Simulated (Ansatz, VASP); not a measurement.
## One calculation of Ta, two programs

The input INCAR:

```
PREC = Accurate ; ENCUT = 520
EDIFF = 1E-6 ; ISMEAR = 0
SIGMA = 0.15 ; LREAL = F
LASPH = T ; NELM = 100
ALGO = Fast ; ISIF = 2
LWAVE = F ; LCHARG = F
GGA = PS ; NBANDS = 18
```

KPOINTS

```
regular mesh
0
Gamma
  24 24 12
```

POSCAR

```
Ta
1.0
    2.8669354486      0.0000000000      0.0000000000
   -1.4334677243      2.4828389295      0.0000000000
    0.0000000000      0.0000000000      5.1677861445
Ta
2
Direct
    0.6666666667      0.3333333333      0.7500000000
    0.3333333333      0.6666666667      0.2500000000
```

Input for Ansatz:

```yaml
crystal:
  lattice:
    - [2.8669354486, 0.0, 0.0]
    - [-1.4334677243, 2.4828389295, 0.0]
    - [0.0, 0.0, 5.1677861445]
  atoms:
    - { symbol: Ta, position: [0.6666666667, 0.3333333333, 0.75] }
    - { symbol: Ta, position: [0.3333333333, 0.6666666667, 0.25] }
basis:
  ecutwfc: 420
kpoints:
  mp_grid: { grid: [24, 24, 12] }
hamiltonian:
  xc: pbesol
scf:
  occupations: { method: gaussian, width: 0.15 }
output:
  forces: true
  stress: true
  eigenvalues: true
```

Change from the starting cell: strain +0.0150 x Voigt [0, 0, 1, 0, 0, 0], atoms carried along.

Alike in both runs: task single point; functional PBEsol; k mesh 24 × 24 × 12; occupations gaussian, width 0.15 eV; no spin polarisation.

|  | VASP | Ansatz |
| --- | --- | --- |
| version | VASP 6.6.1 | Ansatz 0.2.0 |
| potentials or method | VASP PAW PBE potentials, release 64 (Ta_pv), cutoff 520 eV | scalar-relativistic, plane waves, PAW |
| valence electrons in the cell | 22 | 26 |

```csv
,VASP,Ansatz,Ansatz less VASP
gap on the k mesh at the Fermi level (eV),none,none,-
pressure (GPa),-2.6,-2.8,-0.13
"traceless stress, the component that is largest in VASP (GPa)",-1.93,-1.91,+0.019
```

VASP's potentials were made for PBE, not for PBEsol. A gap of «none» marks a metal or a gap that the smearing closes. With one functional, cell and mesh, what is left measures potentials, basis and numerics. VASP's potentials hold 22 valence electrons a cell and Ansatz's 26, so a difference there can come from the potentials and not from the codes.

Spin-orbit coupling is off throughout.
